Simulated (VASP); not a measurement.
# Be2Ru3 (Pm-3m) in VASP: further runs, part 2 of 2

VASP 6.6.1. Earlier steps stand in the parts before.

## Step 4: Single point, PBE

This run uses another cell than the first one, of 12.66 Å³/atom, 0.961 times its volume.

The input, INCAR:

```
ALGO = Normal ; EDIFF = 1E-6
ENCUT = 520 ; GGA = PE
ISIF = 2 ; ISMEAR = 0
LASPH = T ; LCHARG = T
LELF = T ; LREAL = F
LVHAR = T ; LWAVE = F
NBANDS = 31 ; NELM = 100
PREC = Accurate ; SIGMA = 0.1
```

The input, KPOINTS:

```
k-points
0
Gamma
  4 4 4
```

The input, POSCAR:

```
Be2Ru3
1.0
    3.9856078200      0.0000000000      0.0000000000
    0.0000000000      3.9856078200      0.0000000000
    0.0000000000      0.0000000000      3.9856078200
Be Ru
2 3
Direct
    0.0000000000      0.0000000000      0.0000000000
    0.5000000000      0.5000000000      0.5000000000
    0.0000000000      0.5000000000      0.5000000000
    0.5000000000      0.0000000000      0.5000000000
    0.5000000000      0.5000000000      0.0000000000
```

Potentials or basis: VASP PAW PBE potentials, release 64 (Be, Ru_pv).

The run is started by

```console
$ cat potpaw_PBE.64/Be/POTCAR potpaw_PBE.64/Ru_pv/POTCAR > POTCAR
$ mpirun -np 1 vasp_std > vasp.out
```

OUTCAR:

```text
EDIFF = 1E-6
   ENCUT = 520
   GGA = PE
   ISIF = 2
   ISMEAR = 0
   LASPH = T
   LREAL = F
   NELM = 100
   PREC = Accurate

 ion  position               nearest neighbor table
   1  0.000  0.000  0.000-   3 2.82   4 2.82   5 2.82   3 2.82   4 2.82   3 2.82   5 2.82   3 2.82
                             4 2.82   5 2.82   4 2.82   5 2.82
   2  0.500  0.500  0.500-   3 1.99   4 1.99   5 1.99   5 1.99   4 1.99   3 1.99
   3  0.000  0.500  0.500-   2 1.99   2 1.99   4 2.82   5 2.82   1 2.82   5 2.82   1 2.82   4 2.82
                             1 2.82   1 2.82   4 2.82   5 2.82   5 2.82   4 2.82
   4  0.500  0.000  0.500-   2 1.99   2 1.99   3 2.82   5 2.82   1 2.82   5 2.82   1 2.82   3 2.82
                             5 2.82   5 2.82   1 2.82   3 2.82   1 2.82   3 2.82
   5  0.500  0.500  0.000-   2 1.99   2 1.99   3 2.82   4 2.82   1 2.82   3 2.82   4 2.82   1 2.82
                             4 2.82   4 2.82   1 2.82   3 2.82   3 2.82   1 2.82

  LATTYP: Found a simple cubic cell.
 ALAT       =     3.9856078200

  Lattice vectors:

 A1 = (   3.9856078200,   0.0000000000,   0.0000000000)
 A2 = (   0.0000000000,   3.9856078200,   0.0000000000)
 A3 = (   0.0000000000,   0.0000000000,   3.9856078200)

Analysis of symmetry for initial positions (statically):
=====================================================================
 Subroutine PRICEL returns:
 Original cell was already a primitive cell.

 Routine SETGRP: Setting up the symmetry group for a
 simple cubic supercell.

 Subroutine GETGRP returns: Found 48 space group operations
 (whereof 48 operations were pure point group operations)
 out of a pool of 48 trial point group operations.

The static configuration has the point symmetry O_h .

Analysis of symmetry for dynamics (positions and initial velocities):
=====================================================================
 Subroutine PRICEL returns:
 Original cell was already a primitive cell.

 Routine SETGRP: Setting up the symmetry group for a
 simple cubic supercell.

 Subroutine GETGRP returns: Found 48 space group operations
 (whereof 48 operations were pure point group operations)
 out of a pool of 48 trial point group operations.

The dynamic configuration has the point symmetry O_h .

 Subroutine INISYM returns: Found 48 space group operations
 (whereof 48 operations are pure point group operations),
 and found     1 'primitive' translations

----------------------------------------------------------------------------------------

                                     Primitive cell

  volume of cell :      63.3117

  direct lattice vectors                    reciprocal lattice vectors
     3.985607820  0.000000000  0.000000000     0.250902759  0.000000000  0.000000000
     0.000000000  3.985607820  0.000000000     0.000000000  0.250902759  0.000000000
     0.000000000  0.000000000  3.985607820     0.000000000  0.000000000  0.250902759

  length of vectors
     3.985607820  3.985607820  3.985607820     0.250902759  0.250902759  0.250902759

  position of ions in fractional coordinates (direct lattice)
     0.000000000  0.000000000  0.000000000
     0.500000000  0.500000000  0.500000000
     0.000000000  0.500000000  0.500000000
     0.500000000  0.000000000  0.500000000
     0.500000000  0.500000000  0.000000000
[... 38 lines left out ...]
  0.250000  0.000000  0.000000      6.000000
  0.500000  0.000000  0.000000      3.000000
  0.250000  0.250000  0.000000     12.000000
  0.500000  0.250000  0.000000     12.000000
  0.500000  0.500000  0.000000      3.000000
  0.250000  0.250000  0.250000      8.000000
  0.500000  0.250000  0.250000     12.000000
  0.500000  0.500000  0.250000      6.000000
  0.500000  0.500000  0.500000      1.000000
   k-points           NKPTS =     10   k-points in BZ     NKDIM =     10   number of bands    NBANDS=     31
   number of dos      NEDOS =    301   number of ions     NIONS =      5
   total plane-waves  NPLWV =  27000
   dimension x,y,z NGX =    30 NGY =   30 NGZ =   30
   dimension x,y,z NGXF=    60 NGYF=   60 NGZF=   60
   ions per type =               2   3
   NGX,Y,Z   is equivalent  to a cutoff of  12.51, 12.51, 12.51 a.u.
   NGXF,Y,Z  is equivalent  to a cutoff of  25.03, 25.03, 25.03 a.u.
 SYSTEM =  unknown system
   PREC   = accura    normal or accurate (medium, high low for compatibility)
   ISTART =      0    job   : 0-new  1-cont  2-samecut
   ICHARG =      2    charge: 1-file 2-atom 10-const
   ISPIN  =      1    spin polarized calculation?
   LNONCOLLINEAR =      F non collinear calculations
   LSORBIT =      F    spin-orbit coupling
   LASPH  =      T    aspherical Exc in radial PAW
   ENCUT  =  520.0 eV  38.22 Ry    6.18 a.u.   7.41  7.41  7.41*2*pi/ulx,y,z
   NELM   =    100;   NELMIN=  2; NELMDL= -5     # of ELM steps
   EDIFF  = 0.1E-05   stopping-criterion for ELM
   LREAL  =      F    real-space projection
   EDIFFG = 0.1E-04   stopping-criterion for IOM
   NSW    =      0    number of steps for IOM
   IBRION =     -1    ionic relax: 0-MD 1-quasi-New 2-CG
   NFREE  =      0    steps in history (QN), initial steepest desc. (CG)
   ISIF   =      2    stress and relaxation
   ISYM   =      2    0-nonsym 1-usesym 2-fastsym
   POTIM  = 0.5000    time-step for ionic-motion
   TEBEG  =    0.0;   TEEND  =   0.0 temperature during run
   PSTRESS=    0.0 pullay stress
   NELECT =      46.0000    total number of electrons
   NUPDOWN=      -1.0000    fix difference up-down
   EMIN   =  10.00;   EMAX   =-10.00  energy-range for DOS
   EFERMI =   0.00;   METHOD = LEGACY
   ISMEAR =     0;   SIGMA  =   0.10  broadening in eV -4-tet -1-fermi 0-gaus
   EFERMI_NEDOS =   21; number of points for ismear=-14 and -15
   IALGO  =     38    algorithm
   IMIX   =      4    mixing-type and parameters
     AMIX     =   0.40;   BMIX     =  1.00
     AMIX_MAG =   1.60;   BMIX_MAG =  1.00
  volume/ion in A,a.u.               =      12.66        85.45
  Fermi-wavevector in a.u.,A,eV,Ry     =   1.471746  2.781197 29.470715  2.166036
  Thomas-Fermi vector in A             =   2.586845
   LORBIT       =      0    0 simple, 1 ext, 2 COOP (PROOUT), +10 PAW based schemes
   GGA     = PE    functional components
   LHFCALC =     F    Hartree Fock is set to
   AEXX    =    0.0000 exact exchange contribution
   IVDW    =     0    specifies the selected vdW correction
   LEPSILON=     F    determine dielectric tensor
   LRPA    =     F    only Hartree local field effects (RPA)
 non-spin polarized calculation
 Gauss-broadening in eV      SIGMA  =   0.10
  energy-cutoff  :      520.00
  volume of cell :       63.31
 maximum number of plane-waves:      1743
 NGX is ok and might be reduce to    30
   NGX = 15   NGY = 15   NGZ = 15

 number of electron      45.9999988 magnetization

 Free energy of the ion-electron system (eV)
  ---------------------------------------------------
  ext. energy  EPLUGINS =         0.00000000
  ---------------------------------------------------
  free energy    TOTEN  =       -31.42620361 eV

  energy without entropy =      -31.39054280  energy(sigma->0) =      -31.40837320

 E-fermi :   8.9180     XC(G=0): -12.3827

 val. band max:        8.9104139655   @ k =   0.0000   0.0000   0.0000
 cond. band min:       8.9257919296   @ k =   0.2500   0.0000   0.0000
 fundamental gap:      0.0153779640
 Fermi energy:         8.9180446449

 k-point     1 :       0.0000    0.0000    0.0000
  band No.  band energies     occupation
      1     -33.7538      2.00000
      2     -33.7538      2.00000
      3     -33.7538      2.00000
      4     -33.3668      2.00000
      5     -33.3668      2.00000
      6     -33.3668      2.00000
[... 329 lines left out ...]
     30      15.0312      0.00000
     31      15.0312      0.00000

------------------------ aborting loop because EDIFF is reached ----------------------------------------

  FORCE on cell =-STRESS in cart. coord.  units (eV):
  Direction    XX          YY          ZZ          XY          YZ          ZX
  --------------------------------------------------------------------------------------
  -------------------------------------------------------------------------------------
  Total        3.1562918      3.1562918      3.1562918      0.0000000      0.0000000      0.0000000
  in kB       79.8737448     79.8737448     79.8737448      0.0000000      0.0000000      0.0000000
  external PRESSURE =      79.8737448 kB  Pullay stress =       0.0000000 kB

 VOLUME and BASIS-vectors are now :
 -----------------------------------------------------------------------------
  energy-cutoff  :      520.00
  volume of cell :       63.31
      direct lattice vectors                 reciprocal lattice vectors
     3.985607820  0.000000000  0.000000000     0.250902759  0.000000000  0.000000000
     0.000000000  3.985607820  0.000000000     0.000000000  0.250902759  0.000000000
     0.000000000  0.000000000  3.985607820     0.000000000  0.000000000  0.250902759

 POSITION                                       TOTAL-FORCE (eV/Angst)
 -----------------------------------------------------------------------------------
      0.00000      0.00000      0.00000         0.000000      0.000000      0.000000
      1.99280      1.99280      1.99280         0.000000      0.000000      0.000000
      0.00000      1.99280      1.99280         0.000000      0.000000      0.000000
      1.99280      0.00000      1.99280         0.000000      0.000000      0.000000
      1.99280      1.99280      0.00000         0.000000      0.000000      0.000000
 -----------------------------------------------------------------------------------
    total drift:                                0.000000      0.000000     -0.000000

  FREE ENERGIE OF THE ION-ELECTRON SYSTEM (eV)
  ---------------------------------------------------
  free  energy   TOTEN  =       -31.4262036114 eV

  energy  without entropy=      -31.3905427977  energy(sigma->0) =      -31.40837320
```

Wall time 16 s (1 thread of Intel Xeon Platinum 8488C (Sapphire Rapids), shared host); peak memory 0.17 GiB.

Results:

| Item | Value |
| --- | --- |
| Free energy | -31.4262 eV |
| Pressure | 8.0 GPa |
| Band gap on the k mesh | zero (band 23 reaches 9.55 eV, above the bottom of band 24 at 8.74 eV) |

Levels at points of the mesh, in eV from the Fermi level:
| k point | band 20 | band 21 | band 22 | band 23 | band 24 | band 25 | band 26 | band 27 |
| --- | --- | --- | --- | --- | --- | --- | --- | --- |
| (0.00, 0.00, 0.00) | -0.01 | -0.01 | 0.63 | 0.63 | 0.63 | 1.59 | 1.87 | 1.87 |
| (0.50, 0.00, 0.00) | -1.10 | -1.08 | -0.51 | -0.51 | -0.15 | 0.27 | 1.87 | 5.50 |
| (0.50, 0.50, 0.00) | -1.59 | -1.59 | -0.70 | -0.20 | 0.12 | 0.26 | 1.16 | 2.71 |
| (0.50, 0.50, 0.50) | -0.59 | -0.40 | -0.40 | -0.40 | 0.12 | 0.12 | 1.52 | 1.52 |

Caveat: the k points lie up to 0.39 Å⁻¹ apart.

## Step 5: Overview

| task | cell | k mesh | cutoff (eV) | gap on the mesh (eV) | pressure (GPa) |
| --- | --- | --- | --- | --- | --- |
| single point | a = 4.039 Å, 5 atoms | 10 × 10 × 10 | 520 | none | 0.1 |
| relaxation of cell and atoms | relaxed from a = 4.039 Å, 5 atoms | 10 × 10 × 10 | 600 | none | 0.0 |
| single point | a = 3.986 Å, 5 atoms | 4 × 4 × 4 | 520 | none | 8.0 |

Alike in all rows: level PBE; potentials or basis VASP PAW PBE potentials, release 64 (Be, Ru_pv); no spin polarisation; smearing gaussian 0.1 eV.

Caveats: some runs use coarse meshes; the relaxation stopped at its first step, so nothing moved (some runs).

Absolute energies hang on the potentials; compare differences alone.
